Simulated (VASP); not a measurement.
Input of a VASP 6.6.1 run:

File INCAR:

```
ALGO     = Normal         # electronic algorithm
EDIFF    = 1E-6           # SCF threshold, eV
ENCUT    = 600            # plane-wave cutoff, eV
GGA      = PS             # functional
GGA_COMPAT= F            
ISIF     = 2              # what is computed and relaxed
ISMEAR   = 0              # smearing method
ISPIN    = 2              # spin polarisation
LASPH    = T              # aspherical terms in the spheres
LCHARG   = T              # write CHGCAR
LELF     = T              # ELF
LMAXMIX  = 4              # l up to which the mixer works
LORBIT   = 11             # projections on sites
LREAL    = F              # projectors in reciprocal space
LVHAR    = T            
LWAVE    = F              # write WAVECAR
MAGMOM   = 2.05           # initial moments
NBANDS   = 14             # bands
NELM     = 200            # most SCF steps
PREC     = Accurate       # precision mode
SIGMA    = 0.1            # smearing width, eV
```

The input KPOINTS:

```
k-points
0
Gamma
  8 8 8
```

Contents of POSCAR:

```
Co
1.0
   -1.3850396147      1.3850396147      1.3850396147
    1.3850396147     -1.3850396147      1.3850396147
    1.3850396147      1.3850396147     -1.3850396147
Co
1
Direct
    0.0000000000      0.0000000000      0.0000000000
```

Potentials or basis: VASP PAW PBE potentials, release 64 (Co).

Run with:

```bash
$ cat potpaw_PBE.64/Co/POTCAR > POTCAR
$ mpirun -np 1 vasp_std > vasp.out
```

Q: What does it give for the site moments?

A: Co +1.81 μB.

Q: Estimate the pressure.

A: -0.7 GPa.

Q: Predict the net moment.

A: 1.81 μB per cell.

Caveat: the k points lie up to 0.40 Å⁻¹ apart; the PAW data sets were made with another functional, which shifts forces and pressure a little.
